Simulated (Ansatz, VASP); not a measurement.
**NaI: VASP beside Ansatz**

```xyz
2
Lattice="0.0000 3.3281 3.3281 3.3281 0.0000 3.3281 3.3281 3.3281 0.0000" Properties=species:S:1:pos:R:3 pbc="T T T"
Na    0.0000    0.0000    0.0000
I     3.3281    3.3281    3.3281
```

Alike in both runs: task single point; functional PBE; k mesh 6 × 6 × 6; no spin polarisation.

|  | VASP | Ansatz |
| --- | --- | --- |
| version | VASP 6.6.1 | Ansatz 0.2.0 |
| potentials or method | VASP PAW PBE potentials, release 64 (Na_pv, I) | plane waves, PAW |
| plane-wave cutoff (eV) | 520 | 420 |
| occupations | gaussian, width 0.01 eV | fixed |
| valence electrons in the cell | 14 | 26 |

|  | VASP | Ansatz | Ansatz less VASP |
| --- | --- | --- | --- |
| gap on the k mesh at the Fermi level (eV) | 3.43 | 3.44 | +0.003 |
| pressure (GPa) | -0.8 | -0.8 | 0.00 |

VASP's potentials hold 14 valence electrons a cell and Ansatz's 26, so a difference there can come from the potentials and not from the codes.

Neither program's run includes spin-orbit coupling.
